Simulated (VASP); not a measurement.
Set up this calculation in VASP 6.6.1, as the native input.

```
Task                   : single point
Functional             : PBEsol
Potentials or basis    : VASP PAW PBE potentials, release 64 (Ti_sv, Co_sv)
Cutoff                 : 690 eV
k mesh                 : 12 × 12 × 12
Occupations            : gaussian, width 0.1 eV
Spin                   : collinear spin, ferromagnetic start
Starting moments       : [0.0, 0.24, 0.24, 0.24] μB
Dipole correction      : no
Further INCAR settings : ALGO = Normal; EDIFF = 1e-06; NBANDS = 44
```

The structure of TiCo3 lies in POSCAR:

```
TiCo3
1.0
    3.4825434431      0.0000000000      0.0000000000
    0.0000000000      3.4825434431      0.0000000000
    0.0000000000      0.0000000000      3.4825434431
Ti Co
1 3
Direct
    0.0000000000      0.0000000000      0.0000000000
    0.0000000000      0.5000000000      0.5000000000
    0.5000000000      0.0000000000      0.5000000000
    0.5000000000      0.5000000000      0.0000000000
```

One way to write it, as run:

INCAR

```
SYSTEM = TiCo3
PREC = Accurate
ENCUT = 690
EDIFF = 1E-6
ISMEAR = 0
SIGMA = 0.1
LREAL = .FALSE.
LASPH = .TRUE.
NELM = 200
ALGO = Normal
ISIF = 2
LWAVE = .FALSE.
LCHARG = .FALSE.
ISPIN = 2
MAGMOM = 0 0.24 0.24 0.24
LORBIT = 11
LMAXMIX = 4
GGA = PS
NBANDS = 44
GGA_COMPAT = .FALSE.
```

KPOINTS

```
Automatic mesh
0
G
  12 12 12
  0 0 0
```

Potentials or basis: VASP PAW PBE potentials, release 64 (Ti_sv, Co_sv).

Launch:

```console
$ cat potpaw_PBE.64/Ti_sv/POTCAR potpaw_PBE.64/Co_sv/POTCAR > POTCAR
$ mpirun -np 1 vasp_std > vasp.out
```

Results of the run:

| Item | Value |
| --- | --- |
| Pressure | 9.0 GPa |
| Net moment | 0.46 μB per cell |
| Site moments | Ti -0.05; Co +0.17 μB |
| Valence electrons inside the program's atomic spheres | Ti 10.57; Co 15.18 |

Caveat: the cell stands under pressure; the PAW data sets were made with another functional, which shifts forces and pressure a little.

It took 6 min on 1 thread of Intel(R) Xeon(R) Platinum 8488C (Sapphire Rapids), on a shared host, peak memory 0.42 GiB.
